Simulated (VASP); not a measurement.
# MnS in VASP: further runs

Aim: see how the results for MnS move with the level of theory and the settings. Levels: RPBE+U, r2SCAN+D3(BJ)+U. Tasks: single point, elastic constants.

Everything below comes from runs of VASP 6.6.1. Logs are shortened: lines on timing, memory, paths and dates and some standing lists are left out, and cuts for length are marked.

## (1) The cell of the first run

The typed cell holds 2 atoms: a = 3.742 Å, b = 3.751 Å, c = 3.636 Å, α = 59.67°, β = 59.50°, γ = 58.15°.

## (2) Single point, RPBE+U, collinear spin, ferromagnetic start (the cell strained at random)

INCAR

```
ALGO = Normal
EDIFF = 1E-6
ENCUT = 600
GGA = RP
GGA_COMPAT = False
ISIF = 2
ISMEAR = -5
ISPIN = 2
LASPH = True
LCHARG = False
LDAU = True
LDAUJ = 0 0
LDAUL = 2 -1
LDAUPRINT = 1
LDAUTYPE = 2
LDAUU = 3.5 0
LMAXMIX = 4
LORBIT = 11
LREAL = False
LWAVE = False
MAGMOM = -4.67 0
NBANDS = 22
NELM = 200
PREC = Accurate
SIGMA = 0.1
```

KPOINTS

```
k-points
0
Gamma
  9 9 9
```

POSCAR

```
MnS
1.0
    0.0294290000      2.5978990000      2.6933590000
    2.6021250000      0.0213700000      2.7014180000
    2.5687460000      2.5725780000      0.0547500000
Mn S
1 1
Direct
    0.0000000000      0.0000000000      0.0000000000
    0.5000000000      0.5000000000      0.5000000000
```

Potentials or basis: VASP PAW PBE potentials, release 64 (Mn_sv, S).

Run with:

```sh
$ cat potpaw_PBE.64/Mn_sv/POTCAR potpaw_PBE.64/S/POTCAR > POTCAR
$ mpirun -np 1 vasp_std > vasp.out
```

OUTCAR:

```text
EDIFF = 1E-6
   ENCUT = 600
   GGA = RP
   ISIF = 2
   ISMEAR = -5
   ISPIN = 2
   LASPH = True
   LORBIT = 11
   LREAL = False
   NELM = 200
   PREC = Accurate

 ion  position               nearest neighbor table
   1  0.000  0.000  0.000-   2 2.57   2 2.57   2 2.57   2 2.57   2 2.67   2 2.67
   2  0.500  0.500  0.500-   1 2.57   1 2.57   1 2.57   1 2.57   1 2.67   1 2.67

  Warning from LATTYP: Got some problem with cell dimensions!
  Tried to take original basis but could not verify dimensions!
  LATTYP: Found a triclinic cell.
 ALAT       =     3.6762246829
 B/A-ratio  =     0.9904350678
 C/A-ratio  =     0.9890250546
 COS(alpha) =     0.0014562144
 COS(beta)  =     0.4737684825
 COS(gamma) =     0.4990873765

  Lattice vectors:

 A1 = (  -0.0333790000,   2.5512080000,  -2.6466680000)
 A2 = (  -2.5726960000,   2.5765290000,  -0.0080590000)
 A3 = (   2.5687460000,   2.5725780000,   0.0547500000)

Analysis of symmetry for initial positions (statically):
=====================================================================
 Subroutine PRICEL returns:
 Original cell was already a primitive cell.

 Routine SETGRP: Setting up the symmetry group for a
 triclinic supercell.

 Subroutine GETGRP returns: Found  2 space group operations
 (whereof  2 operations were pure point group operations)
 out of a pool of  2 trial point group operations.

The static configuration has the point symmetry S_2 .

Analysis of symmetry for dynamics (positions and initial velocities):
=====================================================================
 Subroutine PRICEL returns:
 Original cell was already a primitive cell.

 Routine SETGRP: Setting up the symmetry group for a
 triclinic supercell.

 Subroutine GETGRP returns: Found  2 space group operations
 (whereof  2 operations were pure point group operations)
[... 174 lines left out ...]

  0.9025  0.0000 -0.0000  0.0000 -0.0000
  0.0000  0.9030  0.0001 -0.0000 -0.0001
 -0.0000  0.0001  0.9204  0.0001  0.0000
  0.0000 -0.0000  0.0001  0.9029  0.0001
 -0.0000 -0.0001  0.0000  0.0001  0.9212

 occupancies and eigenvectors

  o =  0.0114  v =  0.0347  0.9956 -0.0024  0.0867  0.0080  0.0000  0.0000  0.0000  0.0000  0.0000      0.0000  0.0000  0.0000  0.0000  0.0000  0.0000  0.0000  0.0000  0.0000  0.0000
  o =  0.0115  v = -0.0237  0.0874  0.0026 -0.9958  0.0132  0.0000  0.0000  0.0000  0.0000  0.0000      0.0000  0.0000  0.0000  0.0000  0.0000  0.0000  0.0000  0.0000  0.0000  0.0000
  o =  0.0130  v =  0.9991 -0.0325 -0.0010 -0.0266  0.0000  0.0000  0.0000  0.0000  0.0000  0.0000      0.0000  0.0000  0.0000  0.0000  0.0000  0.0000  0.0000  0.0000  0.0000  0.0000
  o =  0.0553  v = -0.0011 -0.0020 -0.9998 -0.0030 -0.0178  0.0000  0.0000  0.0000  0.0000  0.0000      0.0000  0.0000  0.0000  0.0000  0.0000  0.0000  0.0000  0.0000  0.0000  0.0000
  o =  0.0661  v =  0.0000  0.0092  0.0178 -0.0124 -0.9997  0.0000  0.0000  0.0000  0.0000  0.0000      0.0000  0.0000  0.0000  0.0000  0.0000  0.0000  0.0000  0.0000  0.0000  0.0000
  o =  0.9025  v =  0.0000  0.0000  0.0000  0.0000  0.0000  0.9980 -0.0515  0.0006 -0.0376 -0.0000      0.0000  0.0000  0.0000  0.0000  0.0000  0.0000  0.0000  0.0000  0.0000  0.0000
  o =  0.9029  v =  0.0000  0.0000  0.0000  0.0000  0.0000 -0.0392 -0.0299  0.0080 -0.9987  0.0076      0.0000  0.0000  0.0000  0.0000  0.0000  0.0000  0.0000  0.0000  0.0000  0.0000
  o =  0.9030  v =  0.0000  0.0000  0.0000  0.0000  0.0000 -0.0503 -0.9982  0.0056  0.0319 -0.0063      0.0000  0.0000  0.0000  0.0000  0.0000  0.0000  0.0000  0.0000  0.0000  0.0000
  o =  0.9204  v =  0.0000  0.0000  0.0000  0.0000  0.0000  0.0000 -0.0059 -0.9997 -0.0077  0.0215      0.0000  0.0000  0.0000  0.0000  0.0000  0.0000  0.0000  0.0000  0.0000  0.0000
  o =  0.9212  v =  0.0000  0.0000  0.0000  0.0000  0.0000 -0.0000 -0.0059  0.0214  0.0079  0.9997      0.0000  0.0000  0.0000  0.0000  0.0000  0.0000  0.0000  0.0000  0.0000  0.0000

 number of electron      20.9999989 magnetization      -4.9999958

 Free energy of the ion-electron system (eV)
  ---------------------------------------------------
  ext. energy  EPLUGINS =         0.00000000
  ---------------------------------------------------
  free energy    TOTEN  =       -12.32719466 eV

  energy without entropy =      -12.32719466  energy(sigma->0) =      -12.32719466

 E-fermi :   7.9870     XC(G=0): -10.4770

 val. band max:        7.8175534353   @ k =   0.3333   0.3333   0.4444
 cond. band min:       8.0827757953   @ k =   0.4444   0.4444   0.0000
 fundamental gap:      0.2652223600
 Fermi energy:         7.9870295606

 spin component 1

 k-point     1 :       0.0000    0.0000    0.0000
  band No.  band energies     occupation
      1     -69.4371      1.00000
      2     -38.1874      1.00000
      3     -38.1656      1.00000
      4     -38.1643      1.00000
      5      -6.2978      1.00000
      6       6.2065      1.00000
[... 1193 lines left out ...]
     21      25.7617      0.00000
     22      26.2081      0.00000

 [... further k-points ...]
[... 5 lines left out ...]
  --------------------------------------------------------------------------------------
  -------------------------------------------------------------------------------------
  Total        1.5812274      1.5364285      0.6535502      0.0094822     -0.1584637     -0.2143184
  in kB       71.6971315     69.6658244     29.6337338      0.4299492     -7.1851739     -9.7177765
  external PRESSURE =      56.9988966 kB  Pullay stress =       0.0000000 kB

 VOLUME and BASIS-vectors are now :
 -----------------------------------------------------------------------------
  energy-cutoff  :      600.00
  volume of cell :       35.33
      direct lattice vectors                 reciprocal lattice vectors
     0.029429000  2.597899000  2.693359000    -0.196645527  0.192353781  0.187896002
     2.602125000  0.021370000  2.701418000     0.192066551 -0.195754208  0.186717529
     2.568746000  2.572578000  0.054750000     0.196985574  0.196094180 -0.191296430

 POSITION                                       TOTAL-FORCE (eV/Angst)
 -----------------------------------------------------------------------------------
      0.00000      0.00000      0.00000         0.000000      0.000000     -0.000000
      2.60015      2.59592      2.72476        -0.000000      0.000000      0.000000
 -----------------------------------------------------------------------------------
    total drift:                               -0.000000      0.000000      0.000000

  FREE ENERGIE OF THE ION-ELECTRON SYSTEM (eV)
  ---------------------------------------------------
  free  energy   TOTEN  =       -12.3271946624 eV

  energy  without entropy=      -12.3271946624  energy(sigma->0) =      -12.32719466

 total charge

# of ion       s       p       d       tot
------------------------------------------
    1        2.122   6.013   4.686  12.821
    2        1.323   2.478   0.000   3.801
--------------------------------------------------
tot          3.445   8.492   4.686  16.622

 magnetization (x)

# of ion       s       p       d       tot
------------------------------------------
    1       -0.035  -0.019  -4.376  -4.429
    2       -0.022  -0.072   0.000  -0.095
--------------------------------------------------
tot         -0.057  -0.091  -4.376  -4.524
```

OSZICAR:

```text
N       E                     dE             d eps       ncg     rms          rms(c)
DAV:   1     0.259283963525E+03    0.25928E+03   -0.11223E+04 35594   0.121E+03
DAV:   2     0.515055217214E+01   -0.25413E+03   -0.23811E+03 32690   0.385E+02
DAV:   3    -0.107802129282E+02   -0.15931E+02   -0.15692E+02 43914   0.110E+02
DAV:   4    -0.118388465956E+02   -0.10586E+01   -0.10485E+01 54756   0.244E+01
DAV:   5    -0.118463922131E+02   -0.75456E-02   -0.75414E-02 41894   0.208E+00    0.122E+01
DAV:   6    -0.119386182883E+02   -0.92226E-01   -0.62800E+00 46864   0.308E+01    0.112E+01
DAV:   7    -0.122490986037E+02   -0.31048E+00   -0.52057E-01 42528   0.891E+00    0.708E+00
DAV:   8    -0.123056136887E+02   -0.56515E-01   -0.13650E-01 41786   0.501E+00    0.286E+00
DAV:   9    -0.123066104793E+02   -0.99679E-03   -0.12258E-02 49672   0.148E+00    0.174E+00
DAV:  10    -0.123267935792E+02   -0.20183E-01   -0.56772E-03 40150   0.861E-01    0.268E-01
DAV:  11    -0.123269841003E+02   -0.19052E-03   -0.12480E-03 49272   0.361E-01    0.124E-01
DAV:  12    -0.123271379324E+02   -0.15383E-03   -0.81736E-05 51200   0.118E-01    0.745E-02
DAV:  13    -0.123271879808E+02   -0.50048E-04   -0.42904E-05 40542   0.744E-02    0.266E-02
DAV:  14    -0.123271945473E+02   -0.65665E-05   -0.10476E-05 50586   0.430E-02    0.867E-03
DAV:  15    -0.123271946624E+02   -0.11510E-06   -0.83074E-07 30360   0.711E-03
   1 F= -.12327195E+02 E0= -.12327195E+02  d E =0.000000E+00  mag=    -5.0000
```

Wall time 7.8 min (1 thread of Intel Xeon 6975P-C (Granite Rapids), shared host); peak memory 0.59 GiB.

What came out:

```yaml
Free_energy: -12.3272 eV
Pressure: 5.7 GPa
Band_gap_on_the_k_mesh: 0.27 eV (least direct gap 2.32 eV)
Net_moment: -5.00 μB per cell
Site_moments: Mn -4.43; S -0.10 μB
Valence_electrons_inside_the_program's_atomic_spheres: Mn 12.82; S 3.80
```

Stress tensor (GPa, compression positive):
```
 7.17  0.04 -0.97
 0.04  6.97 -0.72
-0.97 -0.72  2.96
```

Levels at points of the mesh, in eV from the valence-band top:
Spin up:
```tsv
k point	band 5	band 6	band 7	band 8	band 9	band 10	band 11	band 12
(0.00, 0.00, 0.00)	-14.12	-1.61	-1.54	-1.34	1.54	1.71	1.75	1.82
```
Spin down:
```csv
k point,band 10,band 11,band 12,band 13,band 14,band 15,band 16,band 17
"(0.00, 0.00, 0.00)",-4.69,-1.80,-1.74,-1.53,1.89,8.15,8.44,8.61
```

Eigenvalues of the final occupation matrices:
```tsv
site	spin	trace	eigenvalues
site 1 d	1	0.16	0.01 0.01 0.01 0.06 0.07
site 1 d	2	4.55	0.90 0.90 0.90 0.92 0.92
```

Caveat: the cell differs from its parent crystal (the cell strained at random); the cell stands under pressure; semilocal functionals underestimate gaps, and a narrow one can read as zero; the PAW data sets were made with another functional, which shifts forces and pressure a little; a cell with one magnetic atom can't hold antiferromagnetic order, which such compounds often take.

## (3) Elastic constants, r2SCAN+D3(BJ)+U, collinear spin, ferromagnetic start

INCAR

```
PREC     = Accurate       # precision mode
ENCUT    = 550            # plane-wave cutoff, eV
EDIFF    = 1E-8           # SCF threshold, eV
ISMEAR   = 1              # smearing method
SIGMA    = 0.025          # smearing width, eV
LREAL    = F              # projectors in reciprocal space
LASPH    = T              # aspherical terms in the spheres
NELM     = 200            # most SCF steps
ALGO     = Normal         # electronic algorithm
ISIF     = 3              # what is computed and relaxed
LWAVE    = F              # write WAVECAR
LCHARG   = T              # write CHGCAR
ISPIN    = 2              # spin polarisation
MAGMOM   = 5.05 0.08      # initial moments
LORBIT   = 11             # projections on sites
LMAXMIX  = 4              # l up to which the mixer works
LDAU     = T              # DFT+U
LDAUTYPE = 2            
LDAUL    = 2 -1           # shell
LDAUU    = 5.3 0          # U, eV
LDAUJ    = 0 0          
LDAUPRINT= 1            
METAGGA  = R2SCAN         # meta-GGA
LMIXTAU  = T            
IVDW     = 12             # dispersion correction
VDW_S6   = 1.0          
VDW_S8   = 0.78981345   
VDW_A1   = 0.49484001   
VDW_A2   = 5.73083694   
NBANDS   = 20             # bands
IBRION   = 6              # ionic algorithm
NFREE    = 2            
POTIM    = 0.015          # step
NSW      = 1              # ionic steps
GGA_COMPAT= F            
KPAR     = 4
```

KPOINTS

```
regular mesh
0
Gamma
  7 7 7
```

POSCAR

```
MnS
1.0
    0.0000000000      2.6045000000      2.6045000000
    2.6045000000      0.0000000000      2.6045000000
    2.6045000000      2.6045000000      0.0000000000
Mn S
1 1
Direct
    0.0000000000      0.0000000000      0.0000000000
    0.5000000000      0.5000000000      0.5000000000
```

Potentials or basis: VASP PAW PBE potentials, release 64 (Mn_pv, S).

Run with:

```sh
$ cat potpaw_PBE.64/Mn_pv/POTCAR potpaw_PBE.64/S/POTCAR > POTCAR
$ mpirun -np 4 vasp_std > vasp.out
```

It took 11 min on 4 MPI ranks of Intel Xeon 6975P-C (Granite Rapids), shared host; peak memory 0.36 GiB.

Results (log left out):

| Item | Value |
| --- | --- |
| Net moment | 5.00 μB per cell |
| Site moments | Mn +4.69; S +0.06 μB |
| Valence electrons inside the program's atomic spheres | Mn 11.27; S 3.83 |
| Elastic constants C11, C12, C44 | 188, 51, 49 GPa |
| Voigt bulk modulus | 97 GPa |
| Highest phonon frequency at Γ, LO-TO splitting left out | 228 cm⁻¹ |
| Dispersion energy per atom | -0.192 eV |

Phonon frequencies in cm⁻¹ (negative: imaginary):
```csv
q point,frequencies
"(0.000, 0.000, 0.000)",-7 -7 -7 228 228 228
```

Elastic tensor in Voigt notation (GPa, in the Cartesian axes of the cell as first typed):
```
188  51  51   0   0   0
 51 188  51   0   0   0
 51  51 188   0   0   0
  0   0   0  49   0   0
  0   0   0   0  49   0
  0   0   0   0   0  49
```

Eigenvalues of the final occupation matrices:
```tsv
site	spin	trace	eigenvalues
site 1 d	1	4.76	0.94 0.94 0.94 0.96 0.96
site 1 d	2	0.15	0.01 0.01 0.01 0.06 0.06
```

Clamped-ion elastic tensor (GPa):
```
188  51  51   0   0   0
 51 188  51   0   0   0
 51  51 188   0   0   0
  0   0   0  49   0   0
  0   0   0   0  49   0
  0   0   0   0   0  49
```

Caveat: the cell is under stress, which shifts elastic constants; the PAW data sets were made with another functional, which shifts forces and pressure a little; a cell with one magnetic atom can't hold antiferromagnetic order, which such compounds often take. The state reached can hang on the start; a lower one may exist.
